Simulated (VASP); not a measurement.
A run of VASP 6.6.1 is set up as follows.

Contents of INCAR:

```
  PREC = Accurate
  ENCUT = 520
  EDIFF = 1E-6
  ISMEAR = 0
  SIGMA = 0.1
  LREAL = False
  LASPH = True
  NELM = 80
  ALGO = Fast
  ISIF = 2
  LWAVE = False
  LCHARG = False
  GGA = PE
  NBANDS = 10
```

Contents of KPOINTS:

```
regular mesh
0
Gamma
  4 4 10
```

Contents of POSCAR:

```
K
1.0
   10.3676807178      0.0000000000      0.0000000000
    0.0000000000     10.3676807178      0.0000000000
    0.0000000000      0.0000000000      4.1887194505
K
1
Direct
    0.0000000000      0.0000000000      0.0000000000
```

Potentials or basis: VASP PAW PBE potentials, release 64 (K_sv).

The run is started by

```sh
$ cat potpaw_PBE.64/K_sv/POTCAR > POTCAR
$ mpirun -np 1 vasp_std > vasp.out
```

Estimate the pressure.

0.0 GPa.

Caveat: the cell differs from its parent crystal (strained).
